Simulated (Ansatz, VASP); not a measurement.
## SrO: VASP beside Ansatz

```
CELL_PARAMETERS angstrom
0.05140 2.59550 2.59550
2.59550 0.05140 2.59550
2.59550 2.59550 0.05140
ATOMIC_POSITIONS crystal
Sr 0.00000 0.00000 0.00000
O 0.50000 0.50000 0.50000
```

Change from the starting cell: equal xy, yz and zx shear strains of +2 %, crystal datasets.

Alike in both runs: task electric field gradients; functional PBE; k mesh 8 × 8 × 8; occupations fermi-dirac, width 0.02 eV; no spin polarisation.

|  | VASP | Ansatz |
| --- | --- | --- |
| version | VASP 6.6.1 | Ansatz 0.2.0 |
| potentials or method | VASP PAW PBE potentials, release 64 (Sr_sv, O), cutoff 520 eV | all-electron PAW with datasets made for the crystal, scalar-relativistic |

```csv
,VASP,Ansatz,Ansatz less VASP
gap on the k mesh at the Fermi level (eV),3.23,3.28,+0.048
pressure (GPa),3.5,2.9,-0.58
"traceless stress, the component that is largest in VASP (GPa)",-1.14,-1.14,-0.001
size of Vzz on the site where it differs most (V/Å²),15.4,15.3,-0.13
```

Ansatz ran all-electron here, and VASP with PAW potentials.
